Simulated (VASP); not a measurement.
Input of a VASP 6.6.1 run:

File POSCAR:

```
SnO2
1.0
   -0.0506693394      2.4827976318      2.4827976318
    2.4827976318     -0.0506693394      2.4827976318
    2.4827976318      2.4827976318     -0.0506693394
Sn O
1 2
Direct
    0.0000000000      0.0000000000      0.0000000000
    0.2509427330      0.2509427330      0.2509427330
    0.7490572670      0.7490572670      0.7490572670
```

The input INCAR.step1:

```
SYSTEM = SnO2
ALGO = Normal
EDIFF = 1E-5
ENCUT = 910
GGA = PE
GGA_COMPAT = .False.
ISMEAR = 0
LASPH = .True.
LCHARG = .False.
LREAL = .False.
LWAVE = .True.
NBANDS = 20
NELM = 120
PREC = Accurate
SIGMA = 0.01
```

File INCAR.step2:

```
SYSTEM = SnO2
ALGO = Normal
EDIFF = 1E-6
ENCUT = 910
GGA_COMPAT = .False.
ISIF = 2
ISMEAR = 0
ISTART = 1
LASPH = .True.
LCHARG = .False.
LMIXTAU = .True.
LREAL = .False.
LWAVE = .False.
METAGGA = R2SCAN
NBANDS = 20
NELM = 120
PREC = Accurate
SIGMA = 0.01
```

File KPOINTS:

```
k-points
0
Gamma
  8 8 8
  0 0 0
```

Potentials or basis: VASP PAW PBE potentials, release 64 (Sn_d, O_h).

Run with:

```bash
$ cat potpaw_PBE.64/Sn_d/POTCAR potpaw_PBE.64/O_h/POTCAR > POTCAR
$ cp INCAR.step1 INCAR
$ mpirun -np 1 vasp_std > vasp.out
$ cp INCAR.step2 INCAR
$ mpirun -np 1 vasp_std > vasp.out
```

(1) What does it give for the pressure?

(2) Predict the largest force.

(3) Estimate the band gap on the k mesh.

Results:

(1) 8.8 GPa.

(2) 0.011 eV/Å.

(3) 1.20 eV (least direct gap 2.64 eV).

Caveat: the cell differs from its parent crystal (strain along [111] -3.0%); the cutoff is under 1.25 times the usual one of these potentials, so pressure, stress and relaxed cells hold a basis-set (Pulay) error; the cell stands under pressure; the PAW data sets were made with another functional, which shifts forces and pressure a little; spin-orbit coupling is left out, which moves the levels of the heavy elements.
